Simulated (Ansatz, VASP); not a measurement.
## One calculation of Te, two programs

The input INCAR:

```
SYSTEM = Te
PREC = Accurate ; ENCUT = 520
EDIFF = 1E-8 ; ISMEAR = -1
SIGMA = 0.05 ; LREAL = .FALSE.
LASPH = .TRUE. ; NELM = 80
ALGO = Normal ; ISIF = 2
LWAVE = .FALSE. ; LCHARG = .FALSE.
GGA = PE ; LEFG = .TRUE.
NBANDS = 16
```

KPOINTS

```
regular mesh
0
G
  8 8 8
  0 0 0
```

The input POSCAR:

```
Te
1.0
    4.2199390247     -2.3632695060      0.0000000000
    4.2199390247      2.3632695060      0.0000000000
   -0.1300137091      0.0000000000      3.9441146169
Te
3
Direct
    0.6760000000      0.6760000000      0.6750000000
    0.3240000000      0.3240000000      0.3250000000
    0.0000000000      0.0000000000      0.0000000000
```

Input for Ansatz:

```yaml
crystal:
  lattice:
    - [4.2199390247, -2.363269506, 0.0]
    - [4.2199390247, 2.363269506, 0.0]
    - [-0.1300137091, 0.0, 3.9441146169]
  atoms:
    - { symbol: Te, position: [0.676, 0.676, 0.675] }
    - { symbol: Te, position: [0.324, 0.324, 0.325] }
    - { symbol: Te, position: [0.0, 0.0, 0.0] }
kpoints:
  mp_grid: { grid: [8, 8, 8] }
scf:
  occupations: { method: fermi_dirac, width: 0.05 }
hamiltonian:
  xc: pbe
  pseudopotentials: { kind: all_electron, datasets: crystal }
output:
  forces: true
  stress: true
  eigenvalues: true
  efg: { contact_densities: true }
```

Change from the starting cell: volume scaled by 0.99, crystal datasets.

Alike in both runs: task electric field gradients; functional PBE; k mesh 8 × 8 × 8; occupations fermi-dirac, width 0.05 eV; no spin polarisation.

|  | VASP | Ansatz |
| --- | --- | --- |
| version | VASP 6.6.1 | Ansatz 0.2.0 |
| potentials or method | VASP PAW PBE potentials, release 64 (Te), cutoff 520 eV | all-electron PAW with datasets made for the crystal, scalar-relativistic |

VASP gave:

| Property | Result |
| --- | --- |
| pressure (GPa) | 10.3 |
| traceless stress, the component that is largest in VASP (GPa) | 1.02 |
| rms of the force components (eV/Å) | 0.251 |
| size of Vzz on the site where it differs most (V/Å²) | 311.2 |

Q: What did Ansatz give for the same quantities?

A: Pressure (GPa): 10.4; traceless stress, the component that is largest in VASP (GPa): 1.02; rms of the force components (eV/Å): 0.250; size of Vzz on the site where it differs most (V/Å²): 323.0.

Atom by atom the forces differ by 0.002 eV/Å (rms over components). Ansatz ran all-electron here, and VASP with PAW potentials.

Spin-orbit coupling is off throughout.
